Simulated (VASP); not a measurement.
# Al13Ni3: single point with PBE

Al13Ni3:

```xyz
16
Lattice="5.7747 0.0856 -0.0081 0.0856 5.7754 0.0081 -0.0081 0.0081 7.1446" Properties=species:S:1:pos:R:3 pbc="T T T"
Al    0.0208    0.0771    6.9499
Al    2.8366    0.0986    6.8683
Al    0.1031    2.8332    7.0733
Al    0.0187    0.0807    3.7732
Al    1.5621    1.3700    1.7873
Al    2.8570    2.9121    6.9535
Al    2.8338    0.1014    3.8488
Al    4.3777    1.4452    1.7842
Al    0.1024    2.8339    3.6572
Al    1.5753    4.3343    1.7919
Al    2.8532    2.9145    3.7697
Al    4.4150    4.3816    1.7884
Al    4.4650    4.3262    5.3596
Ni    1.3892    1.5459    5.3636
Ni    4.3210    1.6920    5.3577
Ni    1.3337    4.3906    5.3659
```

```json
{
 "Program": "VASP 6.6.1",
 "Task": "single point",
 "Functional": "PBE",
 "Potentials or basis": "VASP PAW PBE potentials, release 64 (Al, Ni)",
 "Cutoff": "520 eV",
 "k mesh": "4 × 5 × 5",
 "Occupations": "gaussian, width 0.1 eV",
 "Spin": "no spin polarisation",
 "Dipole correction": "no",
 "Further INCAR settings": "LREAL = Auto; ALGO = Normal; EDIFF = 1e-06; NBANDS = 48"
}
```

```yaml
Pressure: 0.4 GPa
Largest_force: 0.291 eV/Å
```

Forces on the atoms (eV/Å):
```
Al  -0.062  0.001 -0.234
Al   0.051 -0.029 -0.272
Al  -0.054  0.041 -0.283
Al  -0.048 -0.016  0.239
Al  -0.054  0.083  0.004
Al   0.020  0.047 -0.241
Al   0.052 -0.030  0.266
Al  -0.142  0.053 -0.004
Al  -0.048  0.035  0.283
Al  -0.051  0.113 -0.004
Al   0.033  0.027  0.248
Al  -0.071  0.063 -0.002
Al  -0.007 -0.009  0.003
Ni   0.104 -0.127 -0.005
Ni   0.144 -0.106  0.000
Ni   0.131 -0.145  0.002
```

Stress tensor (GPa, compression positive):
```
-0.57 -2.33  0.04
-2.33 -3.40 -0.12
 0.04 -0.12  5.28
```

Levels at points of the mesh, in eV from the Fermi level:
| k point | band 31 | band 32 | band 33 | band 34 | band 35 | band 36 | band 37 | band 38 | band 39 | band 40 |
| --- | --- | --- | --- | --- | --- | --- | --- | --- | --- | --- |
| (0.00, 0.00, 0.00) | -1.11 | -0.86 | -0.62 | -0.53 | -0.35 | -0.18 | 0.29 | 0.49 | 0.55 | 0.75 |
| (0.50, 0.00, 0.00) | -0.96 | -0.79 | -0.72 | -0.63 | -0.32 | 0.55 | 0.73 | 1.45 | 1.89 | 2.20 |

It took 17 min on 1 thread of Intel(R) Xeon(R) Platinum 8488C (Sapphire Rapids), with other jobs on the host, peak memory 0.54 GiB.

Spin polarisation is off, so any magnetic state and its effect on volume and gap are missing.
